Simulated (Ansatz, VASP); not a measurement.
**One calculation of Mg5ZnS6, two programs**

```
CELL_PARAMETERS angstrom
6.95951 0.00000 0.00000
-3.47976 6.02711 0.00000
0.00000 0.00000 6.46989
ATOMIC_POSITIONS crystal
Mg 0.00000 0.66983 0.00241
Mg 0.66983 0.00000 0.00241
Mg 0.33017 0.33017 0.00241
Mg 0.33333 0.66667 0.50295
Mg 0.66667 0.33333 0.50295
Zn 0.00000 0.00000 0.50421
S 0.00000 0.67689 0.38468
S 0.67689 0.00000 0.38468
S 0.32311 0.32311 0.38468
S 0.33333 0.66667 0.88427
S 0.00000 0.00000 0.87012
S 0.66667 0.33333 0.88427
```

Alike in both runs: task single point; functional PBEsol; k mesh 6 × 6 × 4; occupations gaussian, width 0.02 eV; no spin polarisation.

|  | VASP | Ansatz |
| --- | --- | --- |
| version | VASP 6.6.1 | Ansatz 0.2.0 |
| potentials or method | VASP PAW PBE potentials, release 64 (Mg, Zn, S), cutoff 520 eV | scalar-relativistic, plane waves, PAW |
| valence electrons in the cell | 58 | 98 |

```csv
,VASP,Ansatz,Ansatz less VASP
gap on the k mesh at the Fermi level (eV),2.98,2.98,-0.001
least direct gap on the mesh (eV),2.98,2.98,-0.001
pressure (GPa),-1.7,-1.6,+0.07
rms of the force components (eV/Å),0.043,0.050,+0.0065
```

VASP's potentials were made for PBE, not for PBEsol. Atom by atom the forces differ by 0.006 eV/Å (rms over components). VASP's potentials hold 58 valence electrons a cell and Ansatz's 98, so a difference there can come from the potentials and not from the codes.
